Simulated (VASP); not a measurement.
**Te2Mo: single point with PBEsol+U**

The system is Te2Mo.

```xyz
6
Lattice="3.5182 0.0000 0.0000 -1.7591 3.0469 0.0000 0.0000 0.0000 13.9736" Properties=species:S:1:pos:R:3 pbc="T T T"
Te    1.7591    1.0156    5.2960
Te    0.0000    2.0312   12.2828
Te    1.7591    1.0156    1.6908
Te    0.0000    2.0312    8.6776
Mo    1.7591    1.0156   10.4802
Mo    0.0000    2.0312    3.4934
```

- Program: VASP 6.6.1
- Task: single point
- Functional: PBEsol
- Potentials or basis: VASP PAW PBE potentials, release 64 (Te, Mo_sv)
- Cutoff: 520 eV
- k mesh: 9 × 9 × 2
- Occupations: fermi-dirac, width 0.05 eV
- Spin: no spin polarisation
- Hubbard terms: Mo d U = 2.0 eV
- Dipole correction: no
- k mesh for the DOS: 14 × 14 × 3
- Occupations for the DOS: tetrahedron
- Further INCAR settings: ALGO = Normal; EDIFF = 1e-06

The valence electrons inside the program's atomic spheres are Te 3.42; Mo 12.36.

Levels at points of the mesh, in eV from the valence-band top:
| k point | band 22 | band 23 | band 24 | band 25 | band 26 | band 27 | band 28 | band 29 | band 30 | band 31 |
| --- | --- | --- | --- | --- | --- | --- | --- | --- | --- | --- |
| (0.00, 0.00, 0.00) | -1.07 | -1.04 | -1.04 | -0.36 | 0.00 | 2.87 | 2.88 | 3.00 | 3.01 | 3.11 |
| (0.50, 0.00, 0.00) | -1.83 | -1.07 | -1.00 | -0.65 | -0.36 | 1.26 | 1.32 | 1.45 | 1.78 | 2.55 |

Eigenvalues of the final occupation matrices:
```csv
site,spin,trace,eigenvalues
site 5 d,1,2.00,0.39 0.40 0.40 0.41 0.41
site 5 d,2,2.00,0.39 0.40 0.40 0.41 0.41
site 6 d,1,2.00,0.39 0.40 0.40 0.41 0.41
site 6 d,2,2.00,0.39 0.40 0.40 0.41 0.41
```

It took 120 s on 1 thread of Intel(R) Xeon(R) 6975P-C (Granite Rapids), with other jobs on the host, peak memory 0.38 GiB.

Caveat: spin-orbit coupling is left out, which moves the levels of the heavy elements; the U is typed as a test and isn't derived for this compound.
